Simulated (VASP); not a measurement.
Write the native input for VASP 6.6.1 that does the following.

```yaml
Task: electric field gradients
Functional: PBE
Potentials_or_basis: VASP PAW PBE potentials, release 64 (Si)
Cutoff: 520 eV
k_mesh: 11 × 11 × 11
Occupations: fermi-dirac, width 0.08 eV
Spin: no spin polarisation
Dipole_correction: no
Further_INCAR_settings: ALGO = Normal; EDIFF = 1e-08; NBANDS = 11
```

The structure of Si lies in POSCAR:

```
Si
1.0
    0.0000000000      2.7334537691      2.7334537691
    2.7334537691      0.0000000000      2.7334537691
    2.7334537691      2.7334537691      0.0000000000
Si
2
Direct
    0.5000000000      0.5000000000      0.5000000000
    0.7500000000      0.7500000000      0.7500000000
```

This cell differs from its parent crystal: volume scaled by 1.02.

These files were run (other wordings do the same):

INCAR

```
SYSTEM = Si
ALGO = Normal
EDIFF = 1E-8
ENCUT = 520
GGA = PE
ISIF = 2
ISMEAR = -1
LASPH = .True.
LCHARG = .False.
LEFG = .True.
LREAL = .False.
LWAVE = .False.
NBANDS = 11
NELM = 80
PREC = Accurate
SIGMA = 0.08
```

KPOINTS

```
k-points
0
Gamma
  11 11 11
  0 0 0
```

Potentials or basis: VASP PAW PBE potentials, release 64 (Si).

Command:

```sh
$ cat potpaw_PBE.64/Si/POTCAR > POTCAR
$ mpirun -np 1 vasp_std > vasp.out
```

It gave:

| Item | Value |
| --- | --- |
| Pressure | 0.1 GPa |
| Band gap on the k mesh | 0.63 eV, indirect (least direct gap 2.56 eV) |

Caveat: without QUAD_EFG the Cq values of the log hold for a quadrupole moment of 1 mb, not for the nuclei.

Wall time 26 s on 1 thread of Intel Xeon 6975P-C, with other jobs on the host, peak memory 0.17 GiB.
